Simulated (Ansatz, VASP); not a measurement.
**GaN in VASP and in Ansatz**

```
Ga N
1.0
     3.07524    0.00000    0.00000
    -1.53762    2.75669    0.00000
     0.00000    0.00000    5.18363
Ga N
2 2
Cartesian
  0.0000 1.8440 0.0034
  1.5376 0.9127 2.5953
  0.0000 1.8567 1.9404
  1.5376 0.9000 4.5322
```

Change from the starting cell: uniaxial_x strain -3.4%.

Alike in both runs: task single point; functional r2SCAN; k mesh 12 × 12 × 6; no spin polarisation.

|  | VASP | Ansatz |
| --- | --- | --- |
| version | VASP 6.6.1 | Ansatz 0.2.0 |
| potentials or method | VASP PAW PBE potentials, release 64 (Ga_d, N) | plane waves, PAW |
| plane-wave cutoff (eV) | 520 | 500 |
| occupations | gaussian, width 0.01 eV | fixed |
| valence electrons in the cell | 36 | 36 |

|  | VASP | Ansatz | Ansatz less VASP |
| --- | --- | --- | --- |
| gap on the k mesh at the Fermi level (eV) | 2.38 | 2.39 | +0.010 |
| pressure (GPa) | 8.4 | 7.2 | -1.18 |
| traceless stress, the component that is largest in VASP (GPa) | 5.99 | 6.03 | +0.048 |
| rms of the force components (eV/Å) | 0.011 | 0.001 | -0.0100 |

VASP's potentials were made for PBE, not for r2SCAN. Atom by atom the forces differ by 0.010 eV/Å (rms over components).
